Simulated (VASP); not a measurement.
Input of a VASP 6.6.1 run:

INCAR

```
SYSTEM = InO
PREC = Accurate
ENCUT = 520
EDIFF = 1E-6
ISMEAR = 0
SIGMA = 0.05
LREAL = .False.
LASPH = .True.
NELM = 80
ALGO = Normal
ISIF = 2
LWAVE = .False.
LCHARG = .False.
GGA = PE
IVDW = 12
NBANDS = 27
```

KPOINTS

```
Automatic mesh
0
Gamma
  12 12 2
  0 0 0
```

File POSCAR:

```
InO
1.0
    3.6012723468      0.0000000000      0.0000000000
   -1.8006361734      3.1187933383      0.0000000000
    0.0000000000      0.0000000000     15.8520222321
In O
2 2
Direct
    0.6666666667      0.3333333333      0.5895266171
    0.6666666667      0.3333333333      0.4104733829
    0.0000000000      0.0000000000      0.6398766429
    0.0000000000      0.0000000000      0.3601233571
```

Potentials or basis: VASP PAW PBE potentials, release 64 (In_d, O).

Command:

```console
$ cat potpaw_PBE.64/In_d/POTCAR potpaw_PBE.64/O/POTCAR > POTCAR
$ mpirun -np 1 vasp_std > vasp.out
```

Question: What does it give for the largest force?

Answer: 0.700 eV/Å.

Question: Predict the band gap on the k mesh.

Answer: 0.37 eV (least direct gap 0.79 eV).

Question: What does it give for the dispersion energy per atom?

Answer: -0.131 eV.

Forces in eV/Å, atoms in the order of the input:
```
In   0.000  0.000  0.700
In   0.000  0.000 -0.700
O    0.000  0.000 -0.677
O    0.000  0.000  0.677
```

Caveat: the cell differs from its parent crystal (strain +0.050 along x and y, +0.000 along z); spin-orbit coupling is left out, which moves the levels of the heavy elements.
